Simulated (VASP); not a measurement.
A run of VASP 6.6.1 is set up as follows.

File INCAR:

```
AGGAC = 1.0
AGGAX = 1.0
ALDAC = 0.0
ALDAX = 1.0
ALGO = Normal
EDIFF = 1E-6
ENCUT = 520
GGA = B5
ISIF = 2
ISMEAR = 1
LASPH = True
LCHARG = False
LREAL = False
LWAVE = False
NBANDS = 13
NELM = 80
PREC = Accurate
SIGMA = 0.1
```

Contents of KPOINTS:

```
k-points
0
Gamma
  11 11 10
```

File POSCAR:

```
Ge
1.0
    1.3971490000     -2.6005160000      0.0000000000
    1.3971490000      2.6005160000      0.0000000000
    0.0000000000      0.0000000000      2.6982310000
Ge
1
Direct
    0.5000000000      0.5000000000      0.0000000000
```

Potentials or basis: VASP PAW PBE potentials, release 64 (Ge_d).

Command:

```sh
$ cat potpaw_PBE.64/Ge_d/POTCAR > POTCAR
$ mpirun -np 1 vasp_std > vasp.out
```

Problem. What does it give for the band gap on the k mesh?

Solution. Zero (band 7 reaches 13.24 eV, above the bottom of band 8 at 4.38 eV).

Problem. What does it give for the pressure?

Solution. 5.4 GPa.

Stress tensor (GPa, compression positive):
```
7.23 0.00 0.00
0.00 3.29 0.00
0.00 0.00 5.83
```

Caveat: the PAW data sets were made with another functional, which shifts forces and pressure a little.
